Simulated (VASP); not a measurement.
Set up this calculation in VASP 6.6.1, as the native input.

| Quantity | Value |
| --- | --- |
| Task | single point |
| Functional | r2SCAN |
| Potentials or basis | VASP PAW PBE potentials, release 64 (Hf_pv, S) |
| Cutoff | 520 eV |
| k mesh | 12 × 12 × 4 |
| Occupations | gaussian, width 0.5 eV |
| Spin | no spin polarisation |
| Dipole correction | no |
| Further INCAR settings | ALGO = Normal; EDIFF = 1e-07; NBANDS = 35 |

The system is Hf2S.

```xyz
6
Lattice="3.3743 0.0000 0.0000 -1.6871 2.9222 0.0000 0.0000 0.0000 11.7174" Properties=species:S:1:pos:R:3 pbc="T T T"
Hf    1.6871    0.9741   10.5435
Hf    0.0000    1.9481    4.6848
Hf    1.6871    0.9741    7.0327
Hf    0.0000    1.9481    1.1739
S     0.0000    0.0000    8.7881
S     0.0000    0.0000    2.9294
```

One way to write it, as run:

POSCAR

```
Hf2S
1.0
    3.3742737662      0.0000000000      0.0000000000
   -1.6871368831      2.9222068008      0.0000000000
    0.0000000000      0.0000000000     11.7174070300
Hf S
4 2
Direct
    0.6666666667      0.3333333333      0.8998116400
    0.3333333333      0.6666666667      0.3998116400
    0.6666666667      0.3333333333      0.6001883600
    0.3333333333      0.6666666667      0.1001883600
    0.0000000000      0.0000000000      0.7500000000
    0.0000000000      0.0000000000      0.2500000000
```

INCAR.step1

```
ALGO = Normal ; EDIFF = 1E-4
ENCUT = 520 ; GGA = PE
ISMEAR = 0 ; LASPH = T
LCHARG = F ; LREAL = F
LWAVE = T ; NBANDS = 35
NELM = 60 ; PREC = Accurate
SIGMA = 0.5
```

INCAR.step2

```
ALGO = Normal ; EDIFF = 1E-7
ENCUT = 520 ; ISIF = 2
ISMEAR = 0 ; ISTART = 1
LASPH = T ; LCHARG = F
LMIXTAU = T ; LREAL = F
LWAVE = F ; METAGGA = R2SCAN
NBANDS = 35 ; NELM = 60
PREC = Accurate ; SIGMA = 0.5
```

KPOINTS

```
k-points
0
Gamma
  12 12 4
```

Potentials or basis: VASP PAW PBE potentials, release 64 (Hf_pv, S).

Command:

```sh
$ cat potpaw_PBE.64/Hf_pv/POTCAR potpaw_PBE.64/S/POTCAR > POTCAR
$ cp INCAR.step1 INCAR
$ mpirun -np 1 vasp_std > vasp.out
$ cp INCAR.step2 INCAR
$ mpirun -np 1 vasp_std > vasp.out
```

It gave:

- Pressure: 0.2 GPa
- Largest force: 0.060 eV/Å
- Band gap on the k mesh: zero (bands 26 and 27 overlap by 0.88 eV)

Caveat: so wide a smearing shifts energies and pressures; the PAW data sets were made with another functional, which shifts forces and pressure a little; spin-orbit coupling is left out, which moves the levels of the heavy elements.

Run time: 11 min on 1 thread of Intel(R) Xeon(R) 6975P-C (Granite Rapids), with other jobs on the host, peak memory 0.4 GiB.
